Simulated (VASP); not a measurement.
Set up this calculation in VASP 6.6.1, as the native input.

```yaml
Task: single point
Functional: PBE
Potentials_or_basis: VASP PAW PBE potentials, release 64 (Al, H)
Cutoff: 520 eV
k_mesh: 5 × 3 × 1
Occupations: gaussian, width 0.1 eV
Spin: no spin polarisation
Dipole_correction: yes
Further_INCAR_settings: LREAL = Auto; ALGO = Normal; EDIFF = 1e-06; NBANDS = 44
```

The structure of Al9H lies in POSCAR:

```
Al9H
1.0
    5.7070863109      0.0000000000      0.0000000000
   -1.4267715777      9.7014842373      0.0000000000
    0.0000000000      0.0000000000     22.7903703632
Al H
18 2
Direct
    0.2662216041      0.0648864163      0.1755127247
    0.7662216041      0.0648864163      0.1755127247
    0.3354806058      0.3419224231      0.2192029853
    0.8354806058      0.3419224231      0.2192029853
    0.1493324061      0.5973296244      0.2279410374
    0.6493324061      0.5973296244      0.2279410374
    0.4631842064      0.8527368258      0.2366790895
    0.9631842064      0.8527368258      0.2366790895
    0.0319772084      0.1277109167      0.2808262503
    0.5319772084      0.1277109167      0.2808262503
    0.0997917590      0.4042231279      0.3301071124
    0.5997917590      0.4042231279      0.3301071124
    0.4144000530      0.6596656505      0.3369822082
    0.9144000530      0.6596656505      0.3369822082
    0.2263076920      0.9110819249      0.3449259127
    0.7263076920      0.9110819249      0.3449259127
    0.2962427236      0.1814071990      0.3857054635
    0.7962427236      0.1814071990      0.3857054635
    0.4105999071      0.9110819249      0.4054506450
    0.5420154770      0.9110819249      0.4054506450
```

These files were run (other wordings do the same):

INCAR

```
PREC = Accurate
ENCUT = 520
EDIFF = 1E-6
ISMEAR = 0
SIGMA = 0.1
LREAL = Auto
LASPH = T
NELM = 60
ALGO = Normal
ISIF = 2
LWAVE = F
LCHARG = T
LDIPOL = T
IDIPOL = 3
DIPOL = 0.5 0.5 0.294
GGA = PE
LELF = T
LVHAR = T
LVACPOTAV = T
NBANDS = 44
```

KPOINTS

```
Automatic mesh
0
Gamma
  5 3 1
```

Potentials or basis: VASP PAW PBE potentials, release 64 (Al, H).

Launch:

```bash
$ cat potpaw_PBE.64/Al/POTCAR potpaw_PBE.64/H/POTCAR > POTCAR
$ mpirun -np 1 vasp_std > vasp.out
```

It gave:

* Largest force: 2.558 eV/Å
* Band gap on the k mesh: zero (bands 28 and 29 overlap by 0.69 eV)

It took 41 min on 1 thread of Intel Xeon 8259CL, on a shared host, peak memory 1.2 GiB.
